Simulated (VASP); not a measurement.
The system is Al.

```
CELL_PARAMETERS angstrom
0.00000 2.01946 2.01946
2.01946 0.00000 2.01946
2.01946 2.01946 0.00000
ATOMIC_POSITIONS crystal
Al 0.00000 0.00000 0.00000
```

* Program: VASP 6.6.1
* Task: relaxation of cell and atoms
* Functional: LDA
* Potentials or basis: VASP PAW LDA potentials, release 64 (Al)
* Cutoff: 600 eV
* k mesh: 18 × 18 × 18
* Occupations: gaussian, width 0.1 eV
* Spin: no spin polarisation

At the start: pressure -3.1 GPa; volume 16.47 Å³/atom.

**Question.** How do energy, volume and symmetry change on relaxing?

**Answer.** Over 3 steps the energy falls by 6.5 meV/atom and the volume is 15.82 Å³/atom (-4.0 %); space group Fm-3m (No. 225, to 0.05 Å).

The path:
| step | energy change (eV) | largest force (eV/Å) | pressure (GPa) | volume (Å³) |
| --- | --- | --- | --- | --- |
| 1 | 0.0000 | 0.0000 | -3.06 | 16.47 |
| 2 | -0.0063 | 0.0000 | 0.45 | 15.73 |
| 3 | -0.0065 | 0.0000 | 0.00 | 15.82 |

Final structure:
```
CELL_PARAMETERS angstrom
0.00000 1.99237 1.99237
1.99237 0.00000 1.99237
1.99237 1.99237 0.00000
ATOMIC_POSITIONS crystal
Al 0.00000 0.00000 0.00000
```
